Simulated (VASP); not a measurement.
# TiTe2 (Pmmm) in VASP: notebook

TiTe2 is run at these levels: PBE; tasks: relaxation of cell and atoms, single point.

Program: VASP 6.6.1. These are calculated values, not measurements. Logs are shortened: lines on timing, memory, paths and dates and some standing lists are left out, and cuts for length are marked.

## (1) The cell of the first run

It takes space group Pmmm (No. 47, orthorhombic). The conventional cell has a = 3.499 Å, b = 4.165 Å, c = 6.302 Å, α = 90.00°, β = 90.00°, γ = 90.00°. Ti (site symmetry mmm) has 4 Te at 2.72 Å and 2 Ti at 3.50 Å within 3.6 Å. Te (site symmetry mmm) has 6 Te at 3.15 to 4.16 Å and 8 Ti at 4.16 Å within 4.2 Å. Within 3.6 Å of Te (site symmetry mmm) lie 4 Ti at 2.72 Å and 4 Te at 3.15 to 3.50 Å.

The cell was built from a structure type or drawn by symmetry, and may not be a known phase.

## (2) Relaxation of cell and atoms, PBE

Input file INCAR:

```
PREC = Accurate ; ENCUT = 600
EDIFF = 1E-6 ; ISMEAR = 0
SIGMA = 0.1 ; LREAL = F
LASPH = T ; NELM = 100
ALGO = Normal ; ISIF = 3
LWAVE = F ; LCHARG = F
GGA = PE ; IBRION = 2
NSW = 90 ; EDIFFG = -0.04
```

Input file KPOINTS:

```
Automatic mesh
0
Gamma
  6 4 4
```

Input file POSCAR:

```
TiTe2
1.0
    3.4987220935      0.0000000000      0.0000000000
    0.0000000000      4.1645566869      0.0000000000
    0.0000000000      0.0000000000      6.3015891320
Ti Te
1 2
Direct
    0.5000000000      0.5000000000      0.0000000000
    0.0000000000      0.0000000000      0.5000000000
    0.0000000000      0.0000000000      0.0000000000
```

Potentials or basis: VASP PAW PBE potentials, release 64 (Ti_sv, Te).

Launch:

```
> cat potpaw_PBE.64/Ti_sv/POTCAR potpaw_PBE.64/Te/POTCAR > POTCAR
> mpirun -np 1 vasp_std > vasp.out
```

OUTCAR:

```text
PREC = Accurate
   ENCUT = 600
   EDIFF = 1E-6
   ISMEAR = 0
   LREAL = F
   LASPH = T
   NELM = 100
   ISIF = 3
   GGA = PE
   IBRION = 2
   NSW = 90
   EDIFFG = -0.04

 ion  position               nearest neighbor table
   1  0.500  0.500  0.000-   3 2.72   3 2.72   3 2.72   3 2.72
   2  0.000  0.000  0.500-   3 3.15   3 3.15
   3  0.000  0.000  0.000-   1 2.72   1 2.72   1 2.72   1 2.72   2 3.15   2 3.15

  LATTYP: Found a simple orthorhombic cell.
 ALAT       =     3.4987220935
 B/A-ratio  =     1.1903079398
 C/A-ratio  =     1.8011116527

  Lattice vectors:

 A1 = (   3.4987220935,   0.0000000000,   0.0000000000)
 A2 = (   0.0000000000,   4.1645566869,   0.0000000000)
 A3 = (   0.0000000000,   0.0000000000,   6.3015891320)

Analysis of symmetry for initial positions (statically):
=====================================================================
 Subroutine PRICEL returns:
 Original cell was already a primitive cell.

 Routine SETGRP: Setting up the symmetry group for a
 simple orthorhombic supercell.

 Subroutine GETGRP returns: Found  8 space group operations
 (whereof  8 operations were pure point group operations)
 out of a pool of  8 trial point group operations.

The static configuration has the point symmetry D_2h.

Analysis of symmetry for dynamics (positions and initial velocities):
=====================================================================
 Subroutine PRICEL returns:
 Original cell was already a primitive cell.

 Routine SETGRP: Setting up the symmetry group for a
 simple orthorhombic supercell.

 Subroutine GETGRP returns: Found  8 space group operations
 (whereof  8 operations were pure point group operations)
 out of a pool of  8 trial point group operations.

The dynamic configuration has the point symmetry D_2h.

 Subroutine INISYM returns: Found  8 space group operations
 (whereof  8 operations are pure point group operations),
 and found     1 'primitive' translations

----------------------------------------------------------------------------------------

                                     Primitive cell

  volume of cell :      91.8181

  direct lattice vectors                    reciprocal lattice vectors
     3.498722094  0.000000000  0.000000000     0.285818643  0.000000000  0.000000000
     0.000000000  4.164556687  0.000000000     0.000000000  0.240121596  0.000000000
     0.000000000  0.000000000  6.301589132     0.000000000  0.000000000  0.158690130

  length of vectors
     3.498722094  4.164556687  6.301589132     0.285818643  0.240121596  0.158690130
[... 110 lines left out ...]
   AEXX    =    0.0000 exact exchange contribution
   IVDW    =     0    specifies the selected vdW correction
   LEPSILON=     F    determine dielectric tensor
   LRPA    =     F    only Hartree local field effects (RPA)
 conjugate gradient relaxation of ions
 non-spin polarized calculation
 Gauss-broadening in eV      SIGMA  =   0.10
  energy-cutoff  :      600.00
  volume of cell :       91.82
 maximum number of plane-waves:      3088
 NGX is ok and might be reduce to    28
   NGX = 13   NGY = 17   NGZ = 25

--------------------------------------- Ionic step        1  -------------------------------------------

 number of electron      23.9999999 magnetization

 Free energy of the ion-electron system (eV)
  ---------------------------------------------------
  ext. energy  EPLUGINS =         0.00000000
  ---------------------------------------------------
  free energy    TOTEN  =       -13.07850689 eV

  energy without entropy =      -13.04288250  energy(sigma->0) =      -13.06069469

------------------------ aborting loop because EDIFF is reached ----------------------------------------

  FORCE on cell =-STRESS in cart. coord.  units (eV):
  Direction    XX          YY          ZZ          XY          YZ          ZX
  --------------------------------------------------------------------------------------
  -------------------------------------------------------------------------------------
  Total        1.1585781     -0.1188142     -0.3748195     -0.0000000      0.0000000      0.0000000
  in kB       20.2165755     -2.0732458     -6.5404030     -0.0000000      0.0000000      0.0000000
  external PRESSURE =       3.8676422 kB  Pullay stress =       0.0000000 kB
[... 92 lines left out ...]
  FREE ENERGIE OF THE ION-ELECTRON SYSTEM (eV)
  ---------------------------------------------------
  free  energy   TOTEN  =       -13.1015591157 eV

  energy  without entropy=      -13.0679901190  energy(sigma->0) =      -13.08477462

[... ionic steps 4 to 23 ...]

--------------------------------------- Ionic step       24  -------------------------------------------

 number of electron      23.9999996 magnetization

------------------------ aborting loop because EDIFF is reached ----------------------------------------
[... 69 lines left out ...]
--------------------------------------- Ionic step       26  -------------------------------------------

 number of electron      24.0000000 magnetization

 Free energy of the ion-electron system (eV)
  ---------------------------------------------------
  ext. energy  EPLUGINS =         0.00000000
  ---------------------------------------------------
  free energy    TOTEN  =       -13.23453533 eV

  energy without entropy =      -13.20652249  energy(sigma->0) =      -13.22052891

 E-fermi :   6.0250     XC(G=0):  -9.2098

 val. band max:        6.0227981992   @ k =   0.0000   0.5000   0.2500
 cond. band min:       6.0298742778   @ k =   0.1667   0.0000   0.0000
 fundamental gap:      0.0070760787
 Fermi energy:         6.0250314221

 k-point     1 :       0.0000    0.0000    0.0000
  band No.  band energies     occupation
      1     -51.5885      2.00000
      2     -27.9815      2.00000
      3     -27.8454      2.00000
      4     -27.8420      2.00000
      5      -7.2994      2.00000
      6      -4.6469      2.00000
[... 433 lines left out ...]
      3     -27.9074      2.00000
      4     -27.8456      2.00000
      5      -5.8634      2.00000
      6      -3.6938      2.00000
[... 8 lines left out ...]
     15       6.4671      0.00000
     16       7.0360      0.00000

 [... further k-points ...]

------------------------ aborting loop because EDIFF is reached ----------------------------------------

  FORCE on cell =-STRESS in cart. coord.  units (eV):
  Direction    XX          YY          ZZ          XY          YZ          ZX
  --------------------------------------------------------------------------------------
  -------------------------------------------------------------------------------------
  Total        0.0792717     -0.0422196      0.0164380      0.0000000      0.0000000      0.0000000
  in kB        1.3854671     -0.7378914      0.2872942      0.0000000      0.0000000      0.0000000
  external PRESSURE =       0.3116233 kB  Pullay stress =       0.0000000 kB
[... 18 lines left out ...]
  FREE ENERGIE OF THE ION-ELECTRON SYSTEM (eV)
  ---------------------------------------------------
  free  energy   TOTEN  =       -13.2345353311 eV

  energy  without entropy=      -13.2065224944  energy(sigma->0) =      -13.22052891

 reached required accuracy - stopping structural energy minimisation
```

Wall time 29 min (1 thread of Intel Xeon 8259CL, shared host); peak memory 0.28 GiB.

What came out:

```
Free energy                           : -13.2345 eV
Relaxed volume                        : 30.56 Å³/atom
Relaxed cell                          : a = 4.155 Å, b = 3.506 Å, c = 6.294 Å, α = 90.00°, β = 90.00°, γ = 90.00°
Space group after relaxing (to 0.1 Å) : Pmmm (No. 47)
Energy gained by relaxing             : 52.0 meV/atom
Ionic steps                           : 26
Pressure after relaxing               : 0.0 GPa
Band gap on the k mesh                : zero (bands 12 and 13 overlap by 0.94 eV)
```

The path:
| step | energy change (eV) | largest force (eV/Å) | pressure (GPa) | volume (Å³) |
| --- | --- | --- | --- | --- |
| 1 | 0.0000 | 0.0000 | 0.39 | 91.82 |
| 2 | -0.0180 | 0.0000 | -0.33 | 92.79 |
| 3 | -0.0231 | 0.0000 | -1.07 | 93.92 |
| 4 | -0.0319 | 0.0000 | -0.81 | 93.29 |
| 5 | -0.0374 | 0.0000 | -0.47 | 92.50 |
| 6 | -0.0463 | 0.0000 | -0.02 | 91.81 |
| 7 | -0.0501 | 0.0000 | 0.53 | 91.04 |
| 8 | -0.0543 | 0.0000 | 0.26 | 91.70 |
| 9 | -0.0606 | 0.0000 | -0.46 | 93.55 |
| 10 | -0.0609 | 0.0000 | -0.66 | 94.14 |
| 11 | -0.0630 | 0.0000 | -0.61 | 94.20 |
| 12 | -0.0657 | 0.0000 | -0.50 | 94.29 |
| 13 | -0.0708 | 0.0000 | -0.20 | 94.44 |
| 14 | -0.0532 | 0.0000 | 0.68 | 94.54 |
| 15 | -0.0720 | 0.0000 | -0.10 | 94.47 |
| 16 | -0.0800 | 0.0000 | -0.04 | 94.42 |
| 17 | -0.0926 | 0.0000 | 0.23 | 94.16 |
| 18 | -0.1020 | 0.0000 | 0.02 | 94.25 |
| 19 | -0.1212 | 0.0000 | -0.50 | 94.45 |
| 20 | -0.1031 | 0.0000 | -1.28 | 94.53 |
| 21 | -0.1254 | 0.0000 | -0.80 | 94.53 |
| 22 | -0.1380 | 0.0000 | -0.61 | 93.70 |
| 23 | -0.1520 | 0.0000 | -0.03 | 91.66 |
| 24 | -0.1521 | 0.0000 | -0.07 | 91.80 |
| 25 | -0.1543 | 0.0000 | -0.05 | 91.77 |
| 26 | -0.1560 | 0.0000 | 0.03 | 91.67 |

Final structure:
```
Ti Te
1.0
     4.15473    0.00000    0.00000
     0.00000    3.50565    0.00000
     0.00000    0.00000    6.29392
Ti Te
1 2
Direct
  0.50000 0.50000 0.00000
  0.00000 0.00000 0.50000
  0.00000 0.00000 0.00000
```

Caveat: the k points lie up to 0.45 Å⁻¹ apart in the final cell, too coarse for converged energies and pressures of a metal; a cell axis changed by over 15 % at a fixed basis, so the end point is rough; spin-orbit coupling is left out, which moves the levels of the heavy elements.

## (3) Single point, PBE, collinear spin

This run uses another cell than the first one, of 30.73 Å³/atom.

Input file INCAR:

```
SYSTEM = TiTe2
PREC = Accurate
ENCUT = 520
EDIFF = 1E-6
ISMEAR = 0
SIGMA = 0.1
LREAL = .FALSE.
LASPH = .TRUE.
NELM = 150
ALGO = Normal
ISIF = 2
LWAVE = .FALSE.
LCHARG = .TRUE.
ISPIN = 2
MAGMOM = 1 0 0
LORBIT = 11
LMAXMIX = 4
GGA = PE
LELF = .TRUE.
LVHAR = .TRUE.
NBANDS = 23
```

Input file KPOINTS:

```
Automatic mesh
0
G
  6 4 4
  0 0 0
```

Input file POSCAR:

```
TiTe2
1.0
    3.5153205405      0.0000000000      0.0000000000
    0.0000000000      4.1567961834      0.0000000000
    0.0000000000      0.0000000000      6.3098990520
Ti Te
1 2
Direct
    0.5000000000      0.5000000000      0.0000000000
    0.0000000000      0.0000000000      0.5000000000
    0.0000000000      0.0000000000      0.0000000000
```

Potentials or basis: VASP PAW PBE potentials, release 64 (Ti_sv, Te).

Launch:

```
> cat potpaw_PBE.64/Ti_sv/POTCAR potpaw_PBE.64/Te/POTCAR > POTCAR
> mpirun -np 1 vasp_std > vasp.out
```

OUTCAR:

```text
SYSTEM = TiTe2
   PREC = Accurate
   ENCUT = 520
   EDIFF = 1E-6
   ISMEAR = 0
   LREAL = .FALSE.
   LASPH = .TRUE.
   NELM = 150
   ISIF = 2
   ISPIN = 2
   LORBIT = 11
   GGA = PE

 ion  position               nearest neighbor table
   1  0.500  0.500  0.000-   3 2.72   3 2.72   3 2.72   3 2.72
   2  0.000  0.000  0.500-   3 3.15   3 3.15
   3  0.000  0.000  0.000-   1 2.72   1 2.72   1 2.72   1 2.72   2 3.15   2 3.15

  LATTYP: Found a simple orthorhombic cell.
 ALAT       =     3.5153205405
 B/A-ratio  =     1.1824799860
 C/A-ratio  =     1.7949711781

  Lattice vectors:

 A1 = (   3.5153205405,   0.0000000000,   0.0000000000)
 A2 = (   0.0000000000,   4.1567961834,   0.0000000000)
 A3 = (   0.0000000000,   0.0000000000,   6.3098990520)

Analysis of symmetry for initial positions (statically):
=====================================================================
 Subroutine PRICEL returns:
 Original cell was already a primitive cell.

 Routine SETGRP: Setting up the symmetry group for a
 simple orthorhombic supercell.

 Subroutine GETGRP returns: Found  8 space group operations
 (whereof  8 operations were pure point group operations)
 out of a pool of  8 trial point group operations.

The static configuration has the point symmetry D_2h.

Analysis of symmetry for dynamics (positions and initial velocities):
=====================================================================
 Subroutine PRICEL returns:
 Original cell was already a primitive cell.

 Routine SETGRP: Setting up the symmetry group for a
 simple orthorhombic supercell.

 Subroutine GETGRP returns: Found  8 space group operations
 (whereof  8 operations were pure point group operations)
 out of a pool of  8 trial point group operations.

The dynamic configuration has the point symmetry D_2h.

Analysis of structural, dynamic, and magnetic symmetry:
=====================================================================
 Subroutine PRICEL returns:
[... 156 lines left out ...]
  free energy    TOTEN  =       -13.26644502 eV

  energy without entropy =      -13.24924285  energy(sigma->0) =      -13.25784393

 E-fermi :   5.9815     XC(G=0):  -9.1489

 val. band max:        5.9750742293   @ k =   0.3333   0.5000   0.5000
 cond. band min:       6.0098353901   @ k =   0.0000   0.5000   0.0000
 fundamental gap:      0.0347611608
 Fermi energy:         5.9815316861

 spin component 1

 k-point     1 :       0.0000    0.0000    0.0000
  band No.  band energies     occupation
      1     -51.8329      1.00000
      2     -28.2700      1.00000
      3     -28.1225      1.00000
      4     -28.0785      1.00000
      5      -7.3265      1.00000
      6      -4.6872      1.00000
[... 613 lines left out ...]
     22      13.1255      0.00000
     23      14.7215      0.00000

 [... further k-points ...]

 spin component 2

 k-point     1 :       0.0000    0.0000    0.0000
  band No.  band energies     occupation
      1     -50.4964      1.00000
      2     -26.8819      1.00000
      3     -26.8271      1.00000
      4     -26.7371      1.00000
      5      -7.2677      1.00000
      6      -4.7298      1.00000
[... 613 lines left out ...]
     22      13.6094      0.00000
     23      14.9616      0.00000

 [... further k-points ...]

------------------------ aborting loop because EDIFF is reached ----------------------------------------

  FORCE on cell =-STRESS in cart. coord.  units (eV):
  Direction    XX          YY          ZZ          XY          YZ          ZX
  --------------------------------------------------------------------------------------
  -------------------------------------------------------------------------------------
  Total        2.0114927      1.5118565     -0.7817680     -0.0000000      0.0000000      0.0000000
  in kB       34.9528796     26.2709083    -13.5844611     -0.0000000      0.0000000      0.0000000
  external PRESSURE =      15.8797756 kB  Pullay stress =       0.0000000 kB

 VOLUME and BASIS-vectors are now :
 -----------------------------------------------------------------------------
  energy-cutoff  :      520.00
  volume of cell :       92.20
      direct lattice vectors                 reciprocal lattice vectors
     3.515320540  0.000000000  0.000000000     0.284469080  0.000000000  0.000000000
     0.000000000  4.156796183  0.000000000     0.000000000  0.240569890  0.000000000
     0.000000000  0.000000000  6.309899052     0.000000000  0.000000000  0.158481141

 POSITION                                       TOTAL-FORCE (eV/Angst)
 -----------------------------------------------------------------------------------
      1.75766      2.07840      0.00000         0.000000      0.000000      0.000000
      0.00000      0.00000      3.15495         0.000000      0.000000      0.000000
      0.00000      0.00000      0.00000         0.000000      0.000000      0.000000
 -----------------------------------------------------------------------------------
    total drift:                                0.000000      0.000000     -0.000000

  FREE ENERGIE OF THE ION-ELECTRON SYSTEM (eV)
  ---------------------------------------------------
  free  energy   TOTEN  =       -13.2664450178 eV

  energy  without entropy=      -13.2492428486  energy(sigma->0) =      -13.25784393

 total charge

# of ion       s       p       d       tot
------------------------------------------
    1        2.125   6.050   2.057  10.233
    2        1.430   1.811   0.021   3.262
    3        1.363   2.058   0.068   3.489
--------------------------------------------------
tot          4.919   9.919   2.146  16.984

 magnetization (x)

# of ion       s       p       d       tot
------------------------------------------
    1        0.020   0.010   1.367   1.398
    2       -0.003  -0.044   0.001  -0.046
    3       -0.005  -0.056   0.023  -0.038
--------------------------------------------------
tot          0.012  -0.089   1.391   1.313
```

Wall time 5 min (1 thread of Intel Xeon 8259CL, shared host); peak memory 0.3 GiB.

Results:

| Property | Result |
| --- | --- |
| Free energy | -13.2664 eV |
| Pressure | 1.6 GPa |
| Net moment | 1.72 μB per cell |
| Site moments | Ti +1.40; Te -0.05, -0.04 μB |
| Valence electrons inside the program's atomic spheres | Ti 10.23; Te 3.26, 3.49 |

Stress tensor (GPa, compression positive):
```
 3.50  0.00  0.00
 0.00  2.63  0.00
 0.00  0.00 -1.36
```

Caveat: the k points lie up to 0.38 Å⁻¹ apart; spin-orbit coupling is left out, which moves the levels of the heavy elements.
